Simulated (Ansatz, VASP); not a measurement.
One calculation of ZnO, two programs

```
CELL_PARAMETERS angstrom
3.44461 0.00000 0.00000
-1.72231 2.98312 0.00000
0.00000 0.00000 4.61651
ATOMIC_POSITIONS crystal
Zn 0.33333 0.66667 0.00000
Zn 0.66667 0.33333 0.50000
O 0.33333 0.66667 0.50000
O 0.66667 0.33333 0.00000
```

Alike in both runs: functional PBE; k mesh 9 × 9 × 4; occupations gaussian, width 0.1 eV; no spin polarisation.

Ansatz relaxed the structure, and its values are those at the end. VASP's run is a single point on that final structure, the one shown.

|  | VASP | Ansatz |
| --- | --- | --- |
| version | VASP 6.6.1 | Ansatz 0.2.0 |
| potentials or method | VASP PAW PBE potentials, release 64 (Zn, O), cutoff 520 eV | scalar-relativistic, plane waves, PAW |
| valence electrons in the cell | 36 | 36 |

Ansatz gave:

- gap on the k mesh at the Fermi level (eV): 0.95
- least direct gap on the mesh (eV): 0.95
- pressure (GPa): 0.1

Which values does VASP return?

gap on the k mesh at the Fermi level (eV): 0.93; least direct gap on the mesh (eV): 0.93; pressure (GPa): 0.9.
